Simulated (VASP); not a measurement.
# Ga2N2H10 in VASP: single point with PBE

Aim: the single point of Ga2N2H10 with PBE.

Everything below comes from runs of VASP 6.6.1. Logs are shortened: lines on timing, memory, paths and dates and some standing lists are left out, and cuts for length are marked.

## Step 1: The cell of the first run

The cell holds a cluster in a box, 14 atoms: a = 12.200 Å, b = 12.200 Å, c = 14.000 Å, α = 90.00°, β = 90.00°, γ = 90.00°.

## Step 2: Single point, PBE

File INCAR:

```
SYSTEM = GaH5N
PREC     = Accurate       ! precision mode
ENCUT    = 520            ! plane-wave cutoff, eV
EDIFF    = 1E-6           ! SCF threshold, eV
ISMEAR   = 0              ! smearing method
SIGMA    = 0.05           ! smearing width, eV
LREAL    = .FALSE.        ! projectors in reciprocal space
LASPH    = .TRUE.         ! aspherical terms in the spheres
NELM     = 60             ! most SCF steps
ALGO     = Normal         ! electronic algorithm
ISIF     = 2              ! what is computed and relaxed
LWAVE    = .FALSE.        ! write WAVECAR
LCHARG   = .FALSE.        ! write CHGCAR
GGA      = PE             ! functional
NBANDS   = 36             ! bands
```

File KPOINTS:

```
Automatic mesh
0
G
  1 1 1
  0 0 0
```

File POSCAR:

```
GaH5N
1.0
   12.2000000000      0.0000000000      0.0000000000
    0.0000000000     12.2000000000      0.0000000000
    0.0000000000      0.0000000000     14.0000000000
Ga N H
2 2 10
Direct
    0.5666217662      0.5384954716      0.5007541484
    0.4337116354      0.4617311711      0.3358934660
    0.5681390782      0.5393749532      0.6668228385
    0.4276915661      0.4581502474      0.4856900448
    0.6687588977      0.4628480120      0.4933289126
    0.5520018228      0.6647488215      0.4933229502
    0.4445010956      0.3383617452      0.3055953843
    0.3322410494      0.5328033549      0.3057240116
    0.5485770497      0.5280567884      0.3370955913
    0.5020662711      0.5016539502      0.6973296525
    0.6367808881      0.5008777354      0.6917728950
    0.5698416520      0.6180780667      0.6917294787
    0.4268042905      0.3795634869      0.5103544535
    0.3591383688      0.4965462358      0.5103969685
```

Potentials or basis: VASP PAW PBE potentials, release 64 (Ga_d, N, H).

Launch:

```
$ cat potpaw_PBE.64/Ga_d/POTCAR potpaw_PBE.64/N/POTCAR potpaw_PBE.64/H/POTCAR > POTCAR
$ mpirun -np 1 vasp_gam > vasp.out
```

OUTCAR:

```text
SYSTEM = GaH5N
   PREC = Accurate
   ENCUT = 520
   EDIFF = 1E-6
   ISMEAR = 0
   LREAL = .FALSE.
   LASPH = .TRUE.
   NELM = 60
   ISIF = 2
   GGA = PE

 ion  position               nearest neighbor table
   1  0.567  0.538  0.501-   6 1.55   5 1.55   4 1.97   3 2.33
   2  0.434  0.462  0.336-   7 1.57   8 1.57   9 1.62   4 2.10
   3  0.568  0.539  0.667-  11 1.02  12 1.02  10 1.02   1 2.33
   4  0.428  0.458  0.486-  14 1.02  13 1.02   1 1.97   2 2.10
   5  0.669  0.463  0.493-   1 1.55
   6  0.552  0.665  0.493-   1 1.55
   7  0.445  0.338  0.306-   2 1.57
   8  0.332  0.533  0.306-   2 1.57
   9  0.549  0.528  0.337-   2 1.62
  10  0.502  0.502  0.697-   3 1.02
  11  0.637  0.501  0.692-   3 1.02
  12  0.570  0.618  0.692-   3 1.02
  13  0.427  0.380  0.510-   4 1.02
  14  0.359  0.497  0.510-   4 1.02

  LATTYP: Found a simple tetragonal cell.
 ALAT       =    12.2000000000
 C/A-ratio  =     1.1475409836

  Lattice vectors:

 A1 = (  12.2000000000,   0.0000000000,   0.0000000000)
 A2 = (   0.0000000000,  12.2000000000,   0.0000000000)
 A3 = (   0.0000000000,   0.0000000000,  14.0000000000)

Analysis of symmetry for initial positions (statically):
=====================================================================
 Subroutine PRICEL returns:
 Original cell was already a primitive cell.

 Routine SETGRP: Setting up the symmetry group for a
 simple tetragonal supercell.

 Subroutine GETGRP returns: Found  1 space group operations
 (whereof  1 operations were pure point group operations)
 out of a pool of 16 trial point group operations.

The static configuration has the point symmetry C_1 .

Analysis of symmetry for dynamics (positions and initial velocities):
=====================================================================
 Subroutine PRICEL returns:
 Original cell was already a primitive cell.

 Routine SETGRP: Setting up the symmetry group for a
 simple tetragonal supercell.

 Subroutine GETGRP returns: Found  1 space group operations
 (whereof  1 operations were pure point group operations)
 out of a pool of 16 trial point group operations.

The dynamic configuration has the point symmetry C_1 .

 Subroutine INISYM returns: Found  1 space group operations
 (whereof  1 operations are pure point group operations),
 and found     1 'primitive' translations

----------------------------------------------------------------------------------------

                                     Primitive cell

  volume of cell :    2083.7600

  direct lattice vectors                    reciprocal lattice vectors
    12.200000000  0.000000000  0.000000000     0.081967213  0.000000000  0.000000000
     0.000000000 12.200000000  0.000000000     0.000000000  0.081967213  0.000000000
     0.000000000  0.000000000 14.000000000     0.000000000  0.000000000  0.071428571

  length of vectors
    12.200000000 12.200000000 14.000000000     0.081967213  0.081967213  0.071428571

  position of ions in fractional coordinates (direct lattice)
     0.566621766  0.538495472  0.500754148
     0.433711635  0.461731171  0.335893466
     0.568139078  0.539374953  0.666822839
     0.427691566  0.458150247  0.485690045
     0.668758898  0.462848012  0.493328913
     0.552001823  0.664748821  0.493322950
     0.444501096  0.338361745  0.305595384
     0.332241049  0.532803355  0.305724012
     0.548577050  0.528056788  0.337095591
     0.502066271  0.501653950  0.697329653
     0.636780888  0.500877735  0.691772895
     0.569841652  0.618078067  0.691729479
     0.426804291  0.379563487  0.510354453
     0.359138369  0.496546236  0.510396968

  ion indices of the primitive-cell ions
   primitive index   ion index
                 1           1
                 2           2
                 3           3
                 4           4
                 5           5
                 6           6
                 7           7
                 8           8
                 9           9
                10          10
                11          11
                12          12
                13          13
                14          14

----------------------------------------------------------------------------------------

 KPOINTS: Automatic mesh

Automatic generation of k-mesh.
 Grid dimensions read from file:
 generate k-points for:    1    1    1

 Generating k-lattice:

  Cartesian coordinates                     Fractional coordinates (reciprocal lattice)
     0.081967213  0.000000000  0.000000000     1.000000000  0.000000000  0.000000000
     0.000000000  0.081967213  0.000000000     0.000000000  1.000000000  0.000000000
     0.000000000  0.000000000  0.071428571     0.000000000  0.000000000  1.000000000

  Length of vectors
     0.081967213  0.081967213  0.071428571

  Shift w.r.t. Gamma in fractional coordinates (k-lattice)
     0.000000000  0.000000000  0.000000000

 Subroutine IBZKPT returns following result:
 ===========================================

 Found      1 irreducible k-points:

 Following reciprocal coordinates:
            Coordinates               Weight
  0.000000  0.000000  0.000000      1.000000
   k-points           NKPTS =      1   k-points in BZ     NKDIM =      1   number of bands    NBANDS=     36
   number of dos      NEDOS =    301   number of ions     NIONS =     14
   total plane-waves  NPLWV = 995328
   dimension x,y,z NGX =    96 NGY =   96 NGZ =  108
   dimension x,y,z NGXF=   192 NGYF=  192 NGZF=  216
   ions per type =               2   2  10
   NGX,Y,Z   is equivalent  to a cutoff of  13.08, 13.08, 12.82 a.u.
   NGXF,Y,Z  is equivalent  to a cutoff of  26.16, 26.16, 25.65 a.u.
 SYSTEM =  GaH5N
   PREC   = accura    normal or accurate (medium, high low for compatibility)
   ISTART =      0    job   : 0-new  1-cont  2-samecut
   ICHARG =      2    charge: 1-file 2-atom 10-const
   ISPIN  =      1    spin polarized calculation?
   LNONCOLLINEAR =      F non collinear calculations
   LSORBIT =      F    spin-orbit coupling
   LASPH  =      T    aspherical Exc in radial PAW
   ENCUT  =  520.0 eV  38.22 Ry    6.18 a.u.  22.68 22.68 26.03*2*pi/ulx,y,z
   NELM   =     60;   NELMIN=  2; NELMDL= -5     # of ELM steps
   EDIFF  = 0.1E-05   stopping-criterion for ELM
   LREAL  =      F    real-space projection
   EDIFFG = 0.1E-04   stopping-criterion for IOM
   NSW    =      0    number of steps for IOM
   IBRION =     -1    ionic relax: 0-MD 1-quasi-New 2-CG
   NFREE  =      0    steps in history (QN), initial steepest desc. (CG)
   ISIF   =      2    stress and relaxation
   ISYM   =      2    0-nonsym 1-usesym 2-fastsym
   POTIM  = 0.5000    time-step for ionic-motion
   TEBEG  =    0.0;   TEEND  =   0.0 temperature during run
   PSTRESS=    0.0 pullay stress
   NELECT =      46.0000    total number of electrons
   NUPDOWN=      -1.0000    fix difference up-down
   EMIN   =  10.00;   EMAX   =-10.00  energy-range for DOS
   EFERMI =   0.00;   METHOD = LEGACY
   ISMEAR =     0;   SIGMA  =   0.05  broadening in eV -4-tet -1-fermi 0-gaus
   EFERMI_NEDOS =   21; number of points for ismear=-14 and -15
   IALGO  =     38    algorithm
   IMIX   =      4    mixing-type and parameters
     AMIX     =   0.40;   BMIX     =  1.00
     AMIX_MAG =   1.60;   BMIX_MAG =  1.00
  volume/ion in A,a.u.               =     148.84      1004.42
  Fermi-wavevector in a.u.,A,eV,Ry     =   0.459245  0.867848  2.869556  0.210906
  Thomas-Fermi vector in A             =   1.445028
   LORBIT       =      0    0 simple, 1 ext, 2 COOP (PROOUT), +10 PAW based schemes
   GGA     = PE    functional components
   LHFCALC =     F    Hartree Fock is set to
   AEXX    =    0.0000 exact exchange contribution
   IVDW    =     0    specifies the selected vdW correction
   LEPSILON=     F    determine dielectric tensor
   LRPA    =     F    only Hartree local field effects (RPA)
 non-spin polarized calculation
 Gauss-broadening in eV      SIGMA  =   0.05
  energy-cutoff  :      520.00
  volume of cell :     2083.76
 maximum number of plane-waves:     28043
 NGX is ok and might be reduce to    90
   NGX = 45   NGY = 45   NGZ = 53

 number of electron      45.9999994 magnetization

 Free energy of the ion-electron system (eV)
  ---------------------------------------------------
  ext. energy  EPLUGINS =         0.00000000
  ---------------------------------------------------
  free energy    TOTEN  =       -57.76972375 eV

  energy without entropy =      -57.76972375  energy(sigma->0) =      -57.76972375

 E-fermi :  -5.4533     XC(G=0):  -1.0299

 val. band max:       -5.7148494087   @ k =   0.0000   0.0000   0.0000
 cond. band min:      -1.2905997175   @ k =   0.0000   0.0000   0.0000
 fundamental gap:      4.4242496912
 Fermi energy:        -5.4533158746

 k-point     1 :       0.0000    0.0000    0.0000
  band No.  band energies     occupation
      1     -22.7297      2.00000
      2     -20.9835      2.00000
      3     -18.2033      2.00000
      4     -18.1289      2.00000
      5     -18.0731      2.00000
      6     -18.0549      2.00000
[... 27 lines left out ...]
     34       1.2281      0.00000
     35       1.2750      0.00000
 [bands above 35 left out]

------------------------ aborting loop because EDIFF is reached ----------------------------------------

  FORCE on cell =-STRESS in cart. coord.  units (eV):
  Direction    XX          YY          ZZ          XY          YZ          ZX
  --------------------------------------------------------------------------------------
  -------------------------------------------------------------------------------------
  Total       -0.1852369     -0.2175392     -0.2626424      0.0273148     -0.0225450     -0.0377762
  in kB       -0.1424263     -0.1672632     -0.2019425      0.0210020     -0.0173346     -0.0290457
  external PRESSURE =      -0.1705440 kB  Pullay stress =       0.0000000 kB

 VOLUME and BASIS-vectors are now :
 -----------------------------------------------------------------------------
  energy-cutoff  :      520.00
  volume of cell :     2083.76
      direct lattice vectors                 reciprocal lattice vectors
    12.200000000  0.000000000  0.000000000     0.081967213  0.000000000  0.000000000
     0.000000000 12.200000000  0.000000000     0.000000000  0.081967213  0.000000000
     0.000000000  0.000000000 14.000000000     0.000000000  0.000000000  0.071428571

 POSITION                                       TOTAL-FORCE (eV/Angst)
 -----------------------------------------------------------------------------------
      6.91279      6.56964      7.01056         0.024817      0.013491     -0.021314
      5.29128      5.63312      4.70251        -0.012465     -0.005503     -0.021120
      6.93130      6.58037      9.33552        -0.003042     -0.000776      0.060974
      5.21784      5.58943      6.79966        -0.018081     -0.010503      0.006571
      8.15886      5.64675      6.90660        -0.023822      0.015665      0.001589
      6.73442      8.10994      6.90652         0.001559     -0.028592      0.001687
      5.42291      4.12801      4.27834         0.000733      0.022619      0.005838
      4.05334      6.50020      4.28014         0.020152     -0.010791      0.005932
      6.69264      6.44229      4.71934         0.002252      0.001220     -0.003987
      6.12521      6.12018      9.76262         0.002128      0.001112     -0.010157
      7.76873      6.11071      9.68482        -0.001950     -0.003279     -0.016071
      6.95207      7.54055      9.68421        -0.003351     -0.000827     -0.016640
      5.20701      4.63067      7.14496         0.006601      0.001306      0.003195
      4.38149      6.05786      7.14556         0.004469      0.004857      0.003504
 -----------------------------------------------------------------------------------
    total drift:                               -0.000657      0.000732     -0.000769

  FREE ENERGIE OF THE ION-ELECTRON SYSTEM (eV)
  ---------------------------------------------------
  free  energy   TOTEN  =       -57.7697237543 eV

  energy  without entropy=      -57.7697237543  energy(sigma->0) =      -57.76972375
```

Wall time 6.1 min (1 thread of Intel Xeon Platinum 8259CL at 2.50GHz (Skylake/Cascade Lake), shared host); peak memory 1.6 GiB.

What came out:

```
Free energy                     : -57.7697 eV
Largest force                   : 0.061 eV/Å
Gap between the frontier levels : 4.42 eV
```

Forces in eV/Å, atoms in the order of the input:
```
Ga   0.025  0.013 -0.021
Ga  -0.012 -0.006 -0.021
N   -0.003 -0.001  0.061
N   -0.018 -0.011  0.007
H   -0.024  0.016  0.002
H    0.002 -0.029  0.002
H    0.001  0.023  0.006
H    0.020 -0.011  0.006
H    0.002  0.001 -0.004
H    0.002  0.001 -0.010
H   -0.002 -0.003 -0.016
H   -0.003 -0.001 -0.017
H    0.007  0.001  0.003
H    0.004  0.005  0.004
```
